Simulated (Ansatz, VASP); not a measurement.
**GaP: VASP beside Ansatz**

```
Ga P
1.0
     0.00000    2.83426    2.83426
     2.83426    0.00000    2.83426
     2.83426    2.83426    0.00000
Ga P
1 1
Direct
  0.00000 0.00000 0.00000
  0.75000 0.75000 0.75000
```

Change from the starting cell: strain +0.040 along x and y, +0.040 along z, atoms carried along.

Alike in both runs: task single point; functional PBEsol; k mesh 8 × 8 × 8; occupations gaussian, width 0.05 eV; no spin polarisation.

|  | VASP | Ansatz |
| --- | --- | --- |
| version | VASP 6.6.1 | Ansatz 0.2.0 |
| potentials or method | VASP PAW PBE potentials, release 64 (Ga_d, P), cutoff 520 eV | scalar-relativistic, plane waves, PAW |
| valence electrons in the cell | 18 | 18 |

|  | VASP | Ansatz | Ansatz less VASP |
| --- | --- | --- | --- |
| gap on the k mesh at the Fermi level (eV) | 0.82 | 0.81 | -0.003 |
| least direct gap on the mesh (eV) | 0.82 | 0.81 | -0.003 |
| pressure (GPa) | -8.0 | -8.0 | +0.04 |

VASP's potentials were made for PBE, not for PBEsol. With one functional, cell and mesh, what is left measures potentials, basis and numerics.
